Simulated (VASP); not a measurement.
Here is a VASP 6.6.1 calculation.

The input INCAR:

```
SYSTEM = GaCo
  PREC = Accurate
  ENCUT = 690
  EDIFF = 1E-6
  ISMEAR = -1
  SIGMA = 0.05
  LREAL = .False.
  LASPH = .True.
  NELM = 200
  ALGO = Normal
  ISIF = 2
  LWAVE = .False.
  LCHARG = .True.
  ISPIN = 2
  MAGMOM = 0 0.5
  LORBIT = 11
  NUPDOWN = 0.5
  LMAXMIX = 4
  GGA = PE
  LELF = .True.
  LVHAR = .True.
  NBANDS = 26
  GGA_COMPAT = .False.
```

Contents of KPOINTS:

```
Automatic mesh
0
Gamma
  8 8 8
  0 0 0
```

Contents of POSCAR:

```
GaCo
1.0
    2.8780000000      0.0000000000      0.0000000000
    0.0000000000      2.8780000000      0.0000000000
    0.0000000000      0.0000000000      2.8780000000
Ga Co
1 1
Direct
    0.5000000000      0.5000000000      0.5000000000
    0.0000000000      0.0000000000      0.0000000000
```

Potentials or basis: VASP PAW PBE potentials, release 64 (Ga_d, Co_sv).

Command:

```sh
$ cat potpaw_PBE.64/Ga_d/POTCAR potpaw_PBE.64/Co_sv/POTCAR > POTCAR
$ mpirun -np 1 vasp_std > vasp.out
```

(1) What does it give for the pressure?

## Answers

(1) 2.1 GPa.

Caveat: the total moment is fixed, so each spin has its own Fermi level and the state may be an excited one.
